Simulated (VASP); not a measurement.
# Ti (Im-3m) in VASP: a series of runs

Runs on Ti. Level: PBE. Tasks: single point.

Everything below comes from runs of VASP 6.6.1. Logs are shortened: lines on timing, memory, paths and dates and some standing lists are left out, and cuts for length are marked.

### Step 1. The cell of the first run

The structure is cubic, space group Im-3m (No. 229). The conventional cell has a = 3.215 Å, b = 3.215 Å, c = 3.215 Å, α = 90.00°, β = 90.00°, γ = 90.00°. Within 3.7 Å of Ti (site symmetry m-3m) lie 14 Ti at 2.78 to 3.22 Å.

### Step 2. Single point, PBE (volume scaled by 0.94)

Input file INCAR:

```
PREC = Accurate
ENCUT = 520
EDIFF = 1E-7
ISMEAR = -1
SIGMA = 0.05
LREAL = False
LASPH = True
NELM = 60
ALGO = Normal
ISIF = 2
LWAVE = False
LCHARG = False
GGA = PE
NBANDS = 12
```

Input file KPOINTS:

```
Automatic mesh
0
Gamma
  14 14 14
```

Input file POSCAR:

```
Ti
1.0
   -1.6075008044      1.6075008044      1.6075008044
    1.6075008044     -1.6075008044      1.6075008044
    1.6075008044      1.6075008044     -1.6075008044
Ti
1
Direct
    0.0000000000      0.0000000000      0.0000000000
```

Potentials or basis: VASP PAW PBE potentials, release 64 (Ti_sv).

Run with:

```bash
$ cat potpaw_PBE.64/Ti_sv/POTCAR > POTCAR
$ mpirun -np 1 vasp_std > vasp.out
```

OUTCAR:

```text
PREC = Accurate
   ENCUT = 520
   EDIFF = 1E-7
   ISMEAR = -1
   LREAL = False
   LASPH = True
   NELM = 60
   ISIF = 2
   GGA = PE

 ion  position               nearest neighbor table
   1  0.000  0.000  0.000-

  LATTYP: Found a body centered cubic cell.
 ALAT       =     3.2150016088

  Lattice vectors:

 A1 = (  -1.6075008044,   1.6075008044,   1.6075008044)
 A2 = (   1.6075008044,  -1.6075008044,   1.6075008044)
 A3 = (   1.6075008044,   1.6075008044,  -1.6075008044)

Analysis of symmetry for initial positions (statically):
=====================================================================
 Subroutine PRICEL returns:
 Original cell was already a primitive cell.

 Routine SETGRP: Setting up the symmetry group for a
 body centered cubic supercell.

 Subroutine GETGRP returns: Found 48 space group operations
 (whereof 48 operations were pure point group operations)
 out of a pool of 48 trial point group operations.

The static configuration has the point symmetry O_h .

Analysis of symmetry for dynamics (positions and initial velocities):
=====================================================================
 Subroutine PRICEL returns:
 Original cell was already a primitive cell.

 Routine SETGRP: Setting up the symmetry group for a
 body centered cubic supercell.

 Subroutine GETGRP returns: Found 48 space group operations
 (whereof 48 operations were pure point group operations)
 out of a pool of 48 trial point group operations.

The dynamic configuration has the point symmetry O_h .

 Subroutine INISYM returns: Found 48 space group operations
 (whereof 48 operations are pure point group operations),
 and found     1 'primitive' translations

----------------------------------------------------------------------------------------

                                     Primitive cell

  volume of cell :      16.6155

  direct lattice vectors                    reciprocal lattice vectors
    -1.607500804  1.607500804  1.607500804     0.000000000  0.311041835  0.311041835
     1.607500804 -1.607500804  1.607500804     0.311041835  0.000000000  0.311041835
     1.607500804  1.607500804 -1.607500804     0.311041835  0.311041835  0.000000000

  length of vectors
     2.784273066  2.784273066  2.784273066     0.439879582  0.439879582  0.439879582

  position of ions in fractional coordinates (direct lattice)
     0.000000000  0.000000000  0.000000000

  ion indices of the primitive-cell ions
   primitive index   ion index
                 1           1

----------------------------------------------------------------------------------------

 KPOINTS: Automatic mesh

Automatic generation of k-mesh.
 Grid dimensions read from file:
 generate k-points for:   14   14   14

 Generating k-lattice:

  Cartesian coordinates                     Fractional coordinates (reciprocal lattice)
     0.000000000  0.022217274  0.022217274     0.071428571  0.000000000  0.000000000
     0.022217274  0.000000000  0.022217274     0.000000000  0.071428571  0.000000000
     0.022217274  0.022217274  0.000000000     0.000000000  0.000000000  0.071428571

  Length of vectors
     0.031419970  0.031419970  0.031419970

  Shift w.r.t. Gamma in fractional coordinates (k-lattice)
     0.000000000  0.000000000  0.000000000

 Subroutine IBZKPT returns following result:
 ===========================================

 Found    104 irreducible k-points:

 Following reciprocal coordinates:
            Coordinates               Weight
  0.000000  0.000000  0.000000      1.000000
  0.071429  0.000000  0.000000     12.000000
  0.142857  0.000000  0.000000     12.000000
  0.214286  0.000000  0.000000     12.000000
  0.285714  0.000000  0.000000     12.000000
  0.357143  0.000000  0.000000     12.000000
[... 16 lines left out ...]
  0.285714  0.285714  0.000000     24.000000
  0.357143  0.285714  0.000000     24.000000
 [... further k-points ...]
   k-points           NKPTS =    104   k-points in BZ     NKDIM =    104   number of bands    NBANDS=     12
   number of dos      NEDOS =    301   number of ions     NIONS =      1
   total plane-waves  NPLWV =  13824
   dimension x,y,z NGX =    24 NGY =   24 NGZ =   24
   dimension x,y,z NGXF=    48 NGYF=   48 NGZF=   48
   ions per type =               1
   NGX,Y,Z   is equivalent  to a cutoff of  14.33, 14.33, 14.33 a.u.
   NGXF,Y,Z  is equivalent  to a cutoff of  28.66, 28.66, 28.66 a.u.
 SYSTEM =  unknown system
   PREC   = accura    normal or accurate (medium, high low for compatibility)
   ISTART =      0    job   : 0-new  1-cont  2-samecut
   ICHARG =      2    charge: 1-file 2-atom 10-const
   ISPIN  =      1    spin polarized calculation?
   LNONCOLLINEAR =      F non collinear calculations
   LSORBIT =      F    spin-orbit coupling
   LASPH  =      T    aspherical Exc in radial PAW
   ENCUT  =  520.0 eV  38.22 Ry    6.18 a.u.   5.18  5.18  5.18*2*pi/ulx,y,z
   NELM   =     60;   NELMIN=  2; NELMDL= -5     # of ELM steps
   EDIFF  = 0.1E-06   stopping-criterion for ELM
   LREAL  =      F    real-space projection
   EDIFFG = 0.1E-05   stopping-criterion for IOM
   NSW    =      0    number of steps for IOM
   IBRION =     -1    ionic relax: 0-MD 1-quasi-New 2-CG
   NFREE  =      0    steps in history (QN), initial steepest desc. (CG)
   ISIF   =      2    stress and relaxation
   ISYM   =      2    0-nonsym 1-usesym 2-fastsym
   POTIM  = 0.5000    time-step for ionic-motion
   TEBEG  =    0.0;   TEEND  =   0.0 temperature during run
   PSTRESS=    0.0 pullay stress
   NELECT =      12.0000    total number of electrons
   NUPDOWN=      -1.0000    fix difference up-down
   EMIN   =  10.00;   EMAX   =-10.00  energy-range for DOS
   EFERMI =   0.00;   METHOD = LEGACY
   ISMEAR =    -1;   SIGMA  =   0.05  broadening in eV -4-tet -1-fermi 0-gaus
   EFERMI_NEDOS =   21; number of points for ismear=-14 and -15
   IALGO  =     38    algorithm
   IMIX   =      4    mixing-type and parameters
     AMIX     =   0.40;   BMIX     =  1.00
     AMIX_MAG =   1.60;   BMIX_MAG =  1.00
  volume/ion in A,a.u.               =      16.62       112.13
  Fermi-wavevector in a.u.,A,eV,Ry     =   1.468805  2.775638 29.353035  2.157387
  Thomas-Fermi vector in A             =   2.584258
   LORBIT       =      0    0 simple, 1 ext, 2 COOP (PROOUT), +10 PAW based schemes
   GGA     = PE    functional components
[... 5 lines left out ...]
 non-spin polarized calculation
  energy-cutoff  :      520.00
  volume of cell :       16.62
 maximum number of plane-waves:       466
 NGX is ok and might be reduce to    24
   NGX = 11   NGY = 11   NGZ = 11

 number of electron      11.9999999 magnetization

 Free energy of the ion-electron system (eV)
  ---------------------------------------------------
  ext. energy  EPLUGINS =         0.00000000
  ---------------------------------------------------
  free energy    TOTEN  =        -7.72582994 eV

  energy without entropy =       -7.70678057  energy(sigma->0) =       -7.71630526

 E-fermi :   8.5449     XC(G=0): -11.7035

 val. band max:        8.5434879598   @ k =  -0.2857   0.3571   0.0714
 cond. band min:       8.5476274223   @ k =   0.2857   0.2143   0.0000
 fundamental gap:      0.0041394625
 Fermi energy:         8.5448930448

 k-point     1 :       0.0000    0.0000    0.0000
  band No.  band energies     occupation
      1     -47.8910      2.00000
      2     -23.6923      2.00000
      3     -23.6923      2.00000
      4     -23.6923      2.00000
      5       2.5077      2.00000
      6       9.5825      0.00000
      7       9.5825      0.00000
      8       9.5825      0.00000
      9      11.4376      0.00000
     10      11.4376      0.00000
     11      26.2843      0.00000
     12      26.2843      0.00000

 k-point     2 :       0.0714    0.0000    0.0000
  band No.  band energies     occupation
      1     -47.8834      2.00000
      2     -23.7325      2.00000
      3     -23.7045      2.00000
      4     -23.6926      2.00000
      5       2.6897      2.00000
      6       9.4976      0.00000
      7       9.5579      0.00000
      8       9.7168      0.00000
      9      11.3390      0.00000
     10      11.4426      0.00000
     11      26.0439      0.00000
     12      26.2720      0.00000

 k-point     3 :       0.1429    0.0000    0.0000
  band No.  band energies     occupation
      1     -47.8618      2.00000
      2     -23.8438      2.00000
      3     -23.7386      2.00000
      4     -23.6934      2.00000
      5       3.2129      2.00000
      6       9.2682      0.00000
      7       9.4362      0.00000
      8      10.1070      0.00000
      9      11.1574      0.00000
     10      11.4633      0.00000
     11      25.2282      0.00000
     12      26.0145      0.00000

 k-point     4 :       0.2143    0.0000    0.0000
  band No.  band energies     occupation
      1     -47.8305      2.00000
      2     -24.0021      2.00000
      3     -23.7875      2.00000
      4     -23.6946      2.00000
      5       4.0016      2.00000
      6       8.9559      0.00054
      7       9.1695      0.00001
      8      10.7130      0.00000
      9      11.0988      0.00000
     10      11.5107      0.00000
     11      23.7614      0.00000
     12      25.2206      0.00000

 k-point     5 :       0.2857    0.0000    0.0000
  band No.  band energies     occupation
      1     -47.7956      2.00000
      2     -24.1744      2.00000
      3     -23.8412      2.00000
      4     -23.6959      2.00000
      5       4.8962      2.00000
      6       8.6322      0.29711
      7       8.9201      0.00110
      8      11.1958      0.00000
      9      11.4603      0.00000
     10      11.5895      0.00000
     11      21.8739      0.00000
     12      24.1427      0.00000

 k-point     6 :       0.3571    0.0000    0.0000
  band No.  band energies     occupation
      1     -47.7639      2.00000
      2     -24.3266      2.00000
      3     -23.8893      2.00000
      4     -23.6972      2.00000
      5       5.6111      2.00000
      6       8.3582      1.95334
      7       9.0061      0.00020
      8      11.3410      0.00000
      9      11.6868      0.00000
     10      12.2267      0.00000
     11      19.9576      0.00000
     12      23.1620      0.00000

 k-point     7 :       0.4286    0.0000    0.0000
  band No.  band energies     occupation
      1     -47.7419      2.00000
      2     -24.4304      2.00000
      3     -23.9223      2.00000
      4     -23.6980      2.00000
      5       5.9300      2.00000
      6       8.1772      1.99872
      7       9.5018      0.00000
      8      11.4284      0.00000
      9      11.7707      0.00000
     10      12.8305      0.00000
     11      18.4340      0.00000
     12      22.4969      0.00000

 k-point     8 :       0.5000    0.0000    0.0000
  band No.  band energies     occupation
      1     -47.7340      2.00000
      2     -24.4671      2.00000
      3     -23.9340      2.00000
      4     -23.6983      2.00000
      5       5.9933      2.00000
      6       8.1141      1.99964
      7       9.8338      0.00000
      8      11.4356      0.00000
      9      11.8043      0.00000
     10      13.0654      0.00000
     11      17.8200      0.00000
     12      22.2623      0.00000
[... 166 lines left out ...]
 k-point    20 :       0.2143    0.2143    0.0000
  band No.  band energies     occupation
      1     -47.7557      2.00000
      2     -24.2822      2.00000
      3     -23.9292      2.00000
      4     -23.7586      2.00000
      5       6.1343      2.00000
      6       8.1613      1.99907
      7       8.5848      0.62106
      8      11.0777      0.00000
      9      11.8442      0.00000
     10      12.8935      0.00000
     11      21.1524      0.00000
     12      21.2117      0.00000

 k-point    21 :       0.2857    0.2143    0.0000
  band No.  band energies     occupation
      1     -47.7341      2.00000
      2     -24.3333      2.00000
      3     -24.0054      2.00000
      4     -23.7689      2.00000
      5       6.7176      2.00000
      6       8.0134      1.99995
      7       8.5476      0.97266
      8      11.2501      0.00000
      9      11.8866      0.00000
     10      13.8848      0.00000
     11      19.2914      0.00000
     12      20.4842      0.00000

 k-point    22 :       0.3571    0.2143   -0.0000
  band No.  band energies     occupation
      1     -47.7221      2.00000
      2     -24.3548      2.00000
      3     -24.0556      2.00000
      4     -23.7732      2.00000
      5       6.8959      2.00000
      6       8.0737      1.99984
      7       8.5824      0.64127
      8      11.3821      0.00000
      9      11.9361      0.00000
     10      14.7530      0.00000
     11      17.8721      0.00000
     12      20.0604      0.00000

 k-point    23 :       0.2857    0.2857    0.0000
  band No.  band energies     occupation
      1     -47.7204      2.00000
      2     -24.3114      2.00000
      3     -24.1025      2.00000
      4     -23.7824      2.00000
      5       7.2403      2.00000
      6       7.8749      2.00000
      7       8.3966      1.90210
      8      11.4280      0.00000
      9      11.8567      0.00000
     10      15.1059      0.00000
     11      18.5561      0.00000
     12      18.8292      0.00000

 k-point    24 :       0.3571    0.2857    0.0000
  band No.  band energies     occupation
      1     -47.7155      2.00000
      2     -24.2811      2.00000
      3     -24.1606      2.00000
      4     -23.7863      2.00000
      5       7.3992      2.00000
      6       7.9884      1.99997
      7       8.2070      1.99768
      8      11.5566      0.00000
      9      11.8062      0.00000
     10      16.0567      0.00000
     11      17.4501      0.00000
     12      18.5400      0.00000

 [... further k-points ...]
[... 5 lines left out ...]
  --------------------------------------------------------------------------------------
  -------------------------------------------------------------------------------------
  Total        0.4145810      0.4145810      0.4145810      0.0000000      0.0000000      0.0000000
  in kB       39.9766513     39.9766513     39.9766513      0.0000000      0.0000000      0.0000000
  external PRESSURE =      39.9766513 kB  Pullay stress =       0.0000000 kB

 VOLUME and BASIS-vectors are now :
 -----------------------------------------------------------------------------
  energy-cutoff  :      520.00
  volume of cell :       16.62
      direct lattice vectors                 reciprocal lattice vectors
    -1.607500804  1.607500804  1.607500804     0.000000000  0.311041835  0.311041835
     1.607500804 -1.607500804  1.607500804     0.311041835  0.000000000  0.311041835
     1.607500804  1.607500804 -1.607500804     0.311041835  0.311041835  0.000000000

 POSITION                                       TOTAL-FORCE (eV/Angst)
 -----------------------------------------------------------------------------------
      0.00000      0.00000      0.00000        -0.000000      0.000000      0.000000
 -----------------------------------------------------------------------------------
    total drift:                                0.000000      0.000000      0.000000

  FREE ENERGIE OF THE ION-ELECTRON SYSTEM (eV)
  ---------------------------------------------------
  free  energy   TOTEN  =        -7.7258299432 eV

  energy  without entropy=       -7.7067805731  energy(sigma->0) =       -7.71630526
```

Run time: 18 s. Hardware: 1 thread of Intel Xeon 8259CL, shared host; peak memory 0.15 GiB.

Results:

* Free energy: -7.7258 eV
* Pressure: 4.0 GPa
* Band gap on the k mesh: zero (band 6 reaches 9.58 eV, above the bottom of band 7 at 7.87 eV)

Levels at points of the mesh, in eV from the Fermi level:
| k point | band 4 | band 5 | band 6 | band 7 | band 8 | band 9 |
| --- | --- | --- | --- | --- | --- | --- |
| (0.00, 0.00, 0.00) | -32.24 | -6.04 | 1.04 | 1.04 | 1.04 | 2.89 |
| (0.50, 0.00, 0.00) | -32.24 | -2.55 | -0.43 | 1.29 | 2.89 | 3.26 |
| (0.50, 0.50, 0.50) | -32.77 | -2.25 | -2.25 | 4.15 | 4.15 | 4.15 |

(Continued in part 2 of 3.)
